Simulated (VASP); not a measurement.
A run of VASP 6.6.1:

INCAR

```
  PREC = Accurate
  ENCUT = 520
  EDIFF = 1E-7
  ISMEAR = 0
  SIGMA = 0.05
  LREAL = F
  LASPH = T
  NELM = 60
  ALGO = Normal
  ISIF = 2
  LWAVE = F
  LCHARG = F
  GGA = PS
  NBANDS = 15
```

Contents of KPOINTS:

```
regular mesh
0
Gamma
  8 8 8
```

The input POSCAR:

```
CaSe
1.0
    0.0554250000      2.9560000000      2.9560000000
    2.9560000000      0.0554250000      2.9560000000
    3.0114250000      3.0114250000      0.0000000000
Ca Se
1 1
Direct
    0.0000000000      0.0000000000      0.0000000000
    0.5000000000      0.5000000000      0.5000000000
```

Potentials or basis: VASP PAW PBE potentials, release 64 (Ca_sv, Se).

Command:

```sh
$ cat potpaw_PBE.64/Ca_sv/POTCAR potpaw_PBE.64/Se/POTCAR > POTCAR
$ mpirun -np 1 vasp_std > vasp.out
```

Hardware: 1 thread of Intel(R) Xeon(R) 6975P-C (Granite Rapids), with other jobs on the host.

Problem. How long does it take, and how much memory?

Solution. Wall time 28 s on 1 thread of Intel(R) Xeon(R) 6975P-C (Granite Rapids) (shared host), peak memory 0.22 GiB. Counts: scf iterations 14, k points 95.
